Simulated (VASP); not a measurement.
# BaTiO3 (P4/mmm) in VASP: notebook

The runs below take BaTiO3 through single point, with PBE.

All numbers are computed with VASP 6.6.1; they aren't measurements. Logs are shortened: lines on timing, memory, paths and dates and some standing lists are left out, and cuts for length are marked.

## (1) The cell of the first run

It takes space group P4/mmm (No. 123, tetragonal). The conventional cell has a = 4.180 Å, b = 4.180 Å, c = 3.698 Å, α = 90.00°, β = 90.00°, γ = 90.00°. Ba (site symmetry 4/mmm) has 12 O at 2.79 to 2.96 Å and 8 Ti at 3.49 Å and 2 Ba at 3.70 Å within 3.7 Å. Within 2.5 Å of Ti (site symmetry 4/mmm) lie 6 O at 1.85 to 2.09 Å. O (site symmetry 4/mmm) has 2 Ti at 1.85 Å within 2.5 Å. O (site symmetry mmm) has 2 Ti at 2.09 Å and 4 Ba at 2.79 Å and 4 O at 2.79 Å within 2.8 Å.

## (2) Single point, PBE (strain +0.040 along x and y, -0.080 along z)

Contents of INCAR:

```
PREC = Accurate
ENCUT = 520
EDIFF = 1E-6
ISMEAR = 0
SIGMA = 0.05
LREAL = False
LASPH = True
NELM = 60
ALGO = Normal
ISIF = 2
LWAVE = False
LCHARG = False
GGA = PE
NBANDS = 28
```

Contents of KPOINTS:

```
regular mesh
0
Gamma
  8 8 8
```

Contents of POSCAR:

```
BaTiO3
1.0
    4.1800011360      0.0000000000      0.0000000000
    0.0000000000      4.1800011360      0.0000000000
    0.0000000000      0.0000000000      3.6977388148
Ba Ti O
1 1 3
Direct
    0.0000000000      0.0000000000      0.0000000000
    0.5000000000      0.5000000000      0.5000000000
    0.5000000000      0.5000000000      0.0000000000
    0.5000000000      0.0000000000      0.5000000000
    0.0000000000      0.5000000000      0.5000000000
```

Potentials or basis: VASP PAW PBE potentials, release 64 (Ba_sv, Ti_sv, O).

Started as:

```bash
$ cat potpaw_PBE.64/Ba_sv/POTCAR potpaw_PBE.64/Ti_sv/POTCAR potpaw_PBE.64/O/POTCAR > POTCAR
$ mpirun -np 1 vasp_std > vasp.out
```

OUTCAR:

```text
PREC = Accurate
   ENCUT = 520
   EDIFF = 1E-6
   ISMEAR = 0
   LREAL = False
   LASPH = True
   NELM = 60
   ISIF = 2
   GGA = PE

 ion  position               nearest neighbor table
   1  0.000  0.000  0.000-   4 2.79   5 2.79   4 2.79   5 2.79   5 2.79   5 2.79   4 2.79   4 2.79
                             3 2.96   3 2.96   3 2.96   3 2.96   2 3.49   2 3.49   2 3.49   2 3.49
   2  0.500  0.500  0.500-   3 1.85   3 1.85   5 2.09   4 2.09   4 2.09   5 2.09   1 3.49   1 3.49
                             1 3.49   1 3.49   1 3.49   1 3.49   1 3.49   1 3.49
   3  0.500  0.500  0.000-   2 1.85   2 1.85   1 2.96   1 2.96   1 2.96   1 2.96
   4  0.500  0.000  0.500-   2 2.09   2 2.09   1 2.79   1 2.79   1 2.79   1 2.79
   5  0.000  0.500  0.500-   2 2.09   2 2.09   1 2.79   1 2.79   1 2.79   1 2.79

  LATTYP: Found a simple tetragonal cell.
 ALAT       =     4.1800011360
 C/A-ratio  =     0.8846262703

  Lattice vectors:

 A1 = (   4.1800011360,   0.0000000000,   0.0000000000)
 A2 = (   0.0000000000,   4.1800011360,   0.0000000000)
 A3 = (   0.0000000000,   0.0000000000,   3.6977388148)

Analysis of symmetry for initial positions (statically):
=====================================================================
 Subroutine PRICEL returns:
 Original cell was already a primitive cell.

 Routine SETGRP: Setting up the symmetry group for a
 simple tetragonal supercell.

 Subroutine GETGRP returns: Found 16 space group operations
 (whereof 16 operations were pure point group operations)
 out of a pool of 16 trial point group operations.

The static configuration has the point symmetry D_4h.

Analysis of symmetry for dynamics (positions and initial velocities):
=====================================================================
 Subroutine PRICEL returns:
 Original cell was already a primitive cell.

 Routine SETGRP: Setting up the symmetry group for a
 simple tetragonal supercell.

 Subroutine GETGRP returns: Found 16 space group operations
 (whereof 16 operations were pure point group operations)
 out of a pool of 16 trial point group operations.

The dynamic configuration has the point symmetry D_4h.

 Subroutine INISYM returns: Found 16 space group operations
 (whereof 16 operations are pure point group operations),
 and found     1 'primitive' translations

----------------------------------------------------------------------------------------

                                     Primitive cell

  volume of cell :      64.6084

  direct lattice vectors                    reciprocal lattice vectors
     4.180001136  0.000000000  0.000000000     0.239234385  0.000000000  0.000000000
     0.000000000  4.180001136  0.000000000     0.000000000  0.239234385  0.000000000
     0.000000000  0.000000000  3.697738815     0.000000000  0.000000000  0.270435542

  length of vectors
     4.180001136  4.180001136  3.697738815     0.239234385  0.239234385  0.270435542

  position of ions in fractional coordinates (direct lattice)
     0.000000000  0.000000000  0.000000000
     0.500000000  0.500000000  0.500000000
     0.500000000  0.500000000  0.000000000
     0.500000000  0.000000000  0.500000000
     0.000000000  0.500000000  0.500000000

  ion indices of the primitive-cell ions
   primitive index   ion index
                 1           1
                 2           2
                 3           3
                 4           4
                 5           5

----------------------------------------------------------------------------------------

 KPOINTS: regular mesh

Automatic generation of k-mesh.
 Grid dimensions read from file:
 generate k-points for:    8    8    8

 Generating k-lattice:

  Cartesian coordinates                     Fractional coordinates (reciprocal lattice)
     0.029904298  0.000000000  0.000000000     0.125000000  0.000000000  0.000000000
     0.000000000  0.029904298  0.000000000     0.000000000  0.125000000  0.000000000
     0.000000000  0.000000000  0.033804443     0.000000000  0.000000000  0.125000000

  Length of vectors
     0.029904298  0.029904298  0.033804443

  Shift w.r.t. Gamma in fractional coordinates (k-lattice)
     0.000000000  0.000000000  0.000000000

 Subroutine IBZKPT returns following result:
 ===========================================

 Found     75 irreducible k-points:

 Following reciprocal coordinates:
            Coordinates               Weight
  0.000000  0.000000  0.000000      1.000000
  0.125000  0.000000  0.000000      4.000000
  0.250000  0.000000  0.000000      4.000000
  0.375000  0.000000  0.000000      4.000000
  0.500000  0.000000  0.000000      2.000000
  0.125000  0.125000  0.000000      4.000000
[... 16 lines left out ...]
  0.375000  0.125000  0.125000     16.000000
  0.500000  0.125000  0.125000      8.000000
 [... further k-points ...]
   k-points           NKPTS =     75   k-points in BZ     NKDIM =     75   number of bands    NBANDS=     28
   number of dos      NEDOS =    301   number of ions     NIONS =      5
   total plane-waves  NPLWV =  28672
   dimension x,y,z NGX =    32 NGY =   32 NGZ =   28
   dimension x,y,z NGXF=    64 NGYF=   64 NGZF=   56
   ions per type =               1   1   3
   NGX,Y,Z   is equivalent  to a cutoff of  12.73, 12.73, 12.59 a.u.
   NGXF,Y,Z  is equivalent  to a cutoff of  25.45, 25.45, 25.18 a.u.
 SYSTEM =  unknown system
   PREC   = accura    normal or accurate (medium, high low for compatibility)
   ISTART =      0    job   : 0-new  1-cont  2-samecut
   ICHARG =      2    charge: 1-file 2-atom 10-const
   ISPIN  =      1    spin polarized calculation?
   LNONCOLLINEAR =      F non collinear calculations
   LSORBIT =      F    spin-orbit coupling
   LASPH  =      T    aspherical Exc in radial PAW
   ENCUT  =  520.0 eV  38.22 Ry    6.18 a.u.   7.77  7.77  6.88*2*pi/ulx,y,z
   NELM   =     60;   NELMIN=  2; NELMDL= -5     # of ELM steps
   EDIFF  = 0.1E-05   stopping-criterion for ELM
   LREAL  =      F    real-space projection
   EDIFFG = 0.1E-04   stopping-criterion for IOM
   NSW    =      0    number of steps for IOM
   IBRION =     -1    ionic relax: 0-MD 1-quasi-New 2-CG
   NFREE  =      0    steps in history (QN), initial steepest desc. (CG)
   ISIF   =      2    stress and relaxation
   ISYM   =      2    0-nonsym 1-usesym 2-fastsym
   POTIM  = 0.5000    time-step for ionic-motion
   TEBEG  =    0.0;   TEEND  =   0.0 temperature during run
   PSTRESS=    0.0 pullay stress
   NELECT =      40.0000    total number of electrons
   NUPDOWN=      -1.0000    fix difference up-down
   EMIN   =  10.00;   EMAX   =-10.00  energy-range for DOS
   EFERMI =   0.00;   METHOD = LEGACY
   ISMEAR =     0;   SIGMA  =   0.05  broadening in eV -4-tet -1-fermi 0-gaus
   EFERMI_NEDOS =   21; number of points for ismear=-14 and -15
   IALGO  =     38    algorithm
   IMIX   =      4    mixing-type and parameters
     AMIX     =   0.40;   BMIX     =  1.00
     AMIX_MAG =   1.60;   BMIX_MAG =  1.00
  volume/ion in A,a.u.               =      12.92        87.20
  Fermi-wavevector in a.u.,A,eV,Ry     =   1.395292  2.636720 26.488369  1.946840
  Thomas-Fermi vector in A             =   2.518758
   LORBIT       =      0    0 simple, 1 ext, 2 COOP (PROOUT), +10 PAW based schemes
   GGA     = PE    functional components
   LHFCALC =     F    Hartree Fock is set to
   AEXX    =    0.0000 exact exchange contribution
   IVDW    =     0    specifies the selected vdW correction
   LEPSILON=     F    determine dielectric tensor
   LRPA    =     F    only Hartree local field effects (RPA)
 non-spin polarized calculation
 Gauss-broadening in eV      SIGMA  =   0.05
  energy-cutoff  :      520.00
  volume of cell :       64.61
 maximum number of plane-waves:      1758
 NGX is ok and might be reduce to    32
   NGX = 15   NGY = 15   NGZ = 13

 number of electron      39.9999992 magnetization

 Free energy of the ion-electron system (eV)
  ---------------------------------------------------
  ext. energy  EPLUGINS =         0.00000000
  ---------------------------------------------------
  free energy    TOTEN  =       -39.53683043 eV

  energy without entropy =      -39.53683043  energy(sigma->0) =      -39.53683043

 E-fermi :   4.3041     XC(G=0): -11.2125

 val. band max:        3.8951785565   @ k =   0.5000   0.5000   0.5000
 cond. band min:       5.3757858657   @ k =   0.0000   0.0000   0.0000
 fundamental gap:      1.4806073092
 Fermi energy:         4.3040820137

 k-point     1 :       0.0000    0.0000    0.0000
  band No.  band energies     occupation
      1     -52.8470      2.00000
      2     -29.1441      2.00000
      3     -29.0423      2.00000
      4     -29.0423      2.00000
      5     -21.0818      2.00000
      6     -13.5655      2.00000
[... 20 lines left out ...]
     27       9.5055      0.00000
     28      11.2723      0.00000

 k-point     2 :       0.1250    0.0000    0.0000
  band No.  band energies     occupation
      1     -52.8469      2.00000
      2     -29.1440      2.00000
      3     -29.0468      2.00000
      4     -29.0422      2.00000
      5     -21.0691      2.00000
      6     -13.5841      2.00000
[... 20 lines left out ...]
     27       9.7573      0.00000
     28      11.5705      0.00000

 k-point     3 :       0.2500    0.0000    0.0000
  band No.  band energies     occupation
      1     -52.8467      2.00000
      2     -29.1436      2.00000
      3     -29.0575      2.00000
      4     -29.0418      2.00000
      5     -21.0383      2.00000
      6     -13.6362      2.00000
[... 20 lines left out ...]
     27      10.3741      0.00000
     28      12.2721      0.00000

 k-point     4 :       0.3750    0.0000    0.0000
  band No.  band energies     occupation
      1     -52.8465      2.00000
      2     -29.1432      2.00000
      3     -29.0681      2.00000
      4     -29.0414      2.00000
      5     -21.0070      2.00000
      6     -13.6984      2.00000
[... 578 lines left out ...]
     27      10.8439      0.00000
     28      12.0017      0.00000

 k-point    23 :       0.3750    0.1250    0.1250
  band No.  band energies     occupation
      1     -52.8460      2.00000
      2     -29.1631      2.00000
      3     -29.0668      2.00000
      4     -29.0448      2.00000
      5     -20.9749      2.00000
      6     -13.5311      2.00000
[... 20 lines left out ...]
     27      11.4671      0.00000
     28      12.2437      0.00000

 k-point    24 :       0.5000    0.1250    0.1250
  band No.  band energies     occupation
      1     -52.8459      2.00000
      2     -29.1630      2.00000
      3     -29.0712      2.00000
      4     -29.0446      2.00000
      5     -20.9633      2.00000
      6     -13.5512      2.00000
[... 20 lines left out ...]
     27      11.7349      0.00000
     28      12.2909      0.00000

 [... further k-points ...]

------------------------ aborting loop because EDIFF is reached ----------------------------------------

  FORCE on cell =-STRESS in cart. coord.  units (eV):
  Direction    XX          YY          ZZ          XY          YZ          ZX
  --------------------------------------------------------------------------------------
  -------------------------------------------------------------------------------------
  Total       -1.3860831     -1.3860831     10.2819300      0.0000000      0.0000000      0.0000000
  in kB      -34.3724753    -34.3724753    254.9741732      0.0000000      0.0000000      0.0000000
  external PRESSURE =      62.0764076 kB  Pullay stress =       0.0000000 kB

 VOLUME and BASIS-vectors are now :
 -----------------------------------------------------------------------------
  energy-cutoff  :      520.00
  volume of cell :       64.61
      direct lattice vectors                 reciprocal lattice vectors
     4.180001136  0.000000000  0.000000000     0.239234385  0.000000000  0.000000000
     0.000000000  4.180001136  0.000000000     0.000000000  0.239234385  0.000000000
     0.000000000  0.000000000  3.697738815     0.000000000  0.000000000  0.270435542

 POSITION                                       TOTAL-FORCE (eV/Angst)
 -----------------------------------------------------------------------------------
      0.00000      0.00000      0.00000         0.000000      0.000000      0.000000
      2.09000      2.09000      1.84887         0.000000      0.000000      0.000000
      2.09000      2.09000      0.00000         0.000000      0.000000      0.000000
      2.09000      0.00000      1.84887         0.000000      0.000000      0.000000
      0.00000      2.09000      1.84887         0.000000      0.000000      0.000000
 -----------------------------------------------------------------------------------
    total drift:                                0.000000     -0.000000     -0.000000

  FREE ENERGIE OF THE ION-ELECTRON SYSTEM (eV)
  ---------------------------------------------------
  free  energy   TOTEN  =       -39.5368304284 eV

  energy  without entropy=      -39.5368304284  energy(sigma->0) =      -39.53683043
```

Run time: 56 s. Hardware: 1 thread of Intel Xeon 6975P-C (Granite Rapids), shared host; peak memory 0.27 GiB.

Results:

* Free energy: -39.5368 eV
* Pressure: 6.2 GPa
* Band gap on the k mesh: 1.48 eV, indirect (least direct gap 1.63 eV)

Caveat: the cell differs from its parent crystal (strain +0.040 along x and y, -0.080 along z); spin-orbit coupling is left out, which moves the levels of the heavy elements.

## (3) Single point, PBE (strain +0.040 along x and y, -0.040 along z)

Contents of INCAR:

```
SYSTEM = BaTiO3
PREC = Accurate
ENCUT = 520
EDIFF = 1E-6
ISMEAR = 0
SIGMA = 0.05
LREAL = .FALSE.
LASPH = .TRUE.
NELM = 80
ALGO = Normal
ISIF = 2
LWAVE = .FALSE.
LCHARG = .FALSE.
GGA = PE
NBANDS = 28
```

Contents of KPOINTS:

```
Automatic mesh
0
G
  8 8 8
  0 0 0
```

Edit POSCAR of step 2 so:

```diff
@@ -4,3 +4,3 @@
     0.0000000000      4.1800011360      0.0000000000
-    0.0000000000      0.0000000000      3.6977388148
+    0.0000000000      0.0000000000      3.8585100676
 Ba Ti O
```

Potentials or basis: VASP PAW PBE potentials, release 64 (Ba_sv, Ti_sv, O).

Started as:

```bash
$ cat potpaw_PBE.64/Ba_sv/POTCAR potpaw_PBE.64/Ti_sv/POTCAR potpaw_PBE.64/O/POTCAR > POTCAR
$ mpirun -np 1 vasp_std > vasp.out
```

Run time: 64 s. Hardware: 1 thread of Intel Xeon 6975P-C (Granite Rapids), shared host; peak memory 0.28 GiB.

The run converged. Its results:

```yaml
Free_energy: -39.8118 eV
Pressure: -2.8 GPa
Band_gap_on_the_k_mesh: 1.49 eV, indirect (least direct gap 1.69 eV)
```

Stress tensor (GPa, compression positive):
```
-7.57  0.00  0.00
 0.00 -7.57  0.00
 0.00  0.00  6.74
```

Levels at points of the mesh, in eV from the valence-band top:
```tsv
k point	band 17	band 18	band 19	band 20	band 21	band 22	band 23	band 24
(0.00, 0.00, 0.00)	-0.88	-0.27	-0.27	-0.19	1.49	1.64	1.64	3.25
(0.50, 0.00, 0.00)	-1.56	-1.53	-0.78	-0.72	1.74	2.97	3.00	3.58
(0.50, 0.50, 0.00)	-1.82	-1.40	-1.40	-0.30	3.00	3.00	3.32	4.81
(0.00, 0.00, 0.50)	-1.84	-1.81	-0.81	-0.81	1.70	3.27	3.64	3.64
(0.50, 0.00, 0.50)	-1.75	-0.78	-0.76	-0.17	2.98	3.64	3.82	4.04
(0.50, 0.50, 0.50)	-2.03	-0.16	0.00	0.00	3.57	4.00	4.00	6.21
```

Caveat: the cell differs from its parent crystal (strain +0.040 along x and y, -0.040 along z); spin-orbit coupling is left out, which moves the levels of the heavy elements. A k mesh can miss the band edges.

## (4) Single point, PBE (strain +0.080 along x and y, -0.080 along z)

Contents of INCAR:

```
PREC = Accurate ; ENCUT = 520
EDIFF = 1E-7 ; ISMEAR = 0
SIGMA = 0.05 ; LREAL = False
LASPH = True ; NELM = 100
ALGO = Normal ; ISIF = 2
LWAVE = False ; LCHARG = True
GGA = PE ; LELF = True
LVHAR = True ; NBANDS = 28
```

Contents of KPOINTS:

```
regular mesh
0
Gamma
  8 8 8
```

Edit POSCAR of step 3 so:

```diff
@@ -2,5 +2,5 @@
 1.0
-    4.1800011360      0.0000000000      0.0000000000
-    0.0000000000      4.1800011360      0.0000000000
-    0.0000000000      0.0000000000      3.8585100676
+    4.3407704104      0.0000000000      0.0000000000
+    0.0000000000      4.3407704104      0.0000000000
+    0.0000000000      0.0000000000      3.6977388148
 Ba Ti O
```

Started as:

```bash
$ cat potpaw_PBE.64/Ba_sv/POTCAR potpaw_PBE.64/Ti_sv/POTCAR potpaw_PBE.64/O/POTCAR > POTCAR
$ mpirun -np 1 vasp_std > vasp.out
```

Run time: 68 s. Hardware: 1 thread of Intel Xeon 6975P-C (Granite Rapids), shared host; peak memory 0.27 GiB.

Results (log left out):

```
Free energy            : -39.2623 eV
Pressure               : -3.3 GPa
Band gap on the k mesh : 1.34 eV, indirect (least direct gap 1.50 eV)
```

Stress tensor (GPa, compression positive):
```
-13.42   0.00   0.00
  0.00 -13.42   0.00
  0.00   0.00  16.80
```

Levels at points of the mesh, in eV from the valence-band top:
```csv
k point,band 16,band 17,band 18,band 19,band 20,band 21,band 22,band 23,band 24,band 25
"(0.00, 0.00, 0.00)",-1.06,-0.62,-0.31,-0.31,-0.16,1.34,1.61,1.61,2.85,3.57
"(0.50, 0.00, 0.00)",-1.66,-1.30,-1.20,-0.71,-0.70,1.68,2.63,2.70,3.28,5.24
"(0.50, 0.50, 0.00)",-1.88,-1.83,-1.75,-1.75,-0.46,2.69,2.69,2.94,5.03,5.73
"(0.00, 0.00, 0.50)",-2.63,-1.77,-1.71,-0.84,-0.84,1.60,2.87,3.98,3.98,5.45
"(0.50, 0.00, 0.50)",-2.42,-1.68,-0.69,-0.67,-0.35,2.66,3.57,3.98,4.05,6.79
"(0.50, 0.50, 0.50)",-2.99,-1.70,-0.26,0.00,0.00,3.19,4.16,4.16,5.73,5.90
```

Caveat: the cell differs from its parent crystal (strain +0.080 along x and y, -0.080 along z); spin-orbit coupling is left out, which moves the levels of the heavy elements.

## (5) Overview

```csv
cell,gap on the mesh (eV),pressure (GPa)
"a = 4.180, b = 4.180, c = 3.698 Å, 5 atoms",1.48,6.2
"a = 4.180, b = 4.180, c = 3.859 Å, 5 atoms",1.49,-2.8
"a = 4.341, b = 4.341, c = 3.698 Å, 5 atoms",1.34,-3.3
```

Alike in all rows: task single point; level PBE; potentials or basis VASP PAW PBE potentials, release 64 (Ba_sv, Ti_sv, O); no spin polarisation; k mesh 8 × 8 × 8; cutoff (eV) 520; smearing gaussian 0.05 eV.

Caveats: spin-orbit coupling is left out, which moves the levels of the heavy elements.

Absolute energies hang on the potentials; compare differences alone.
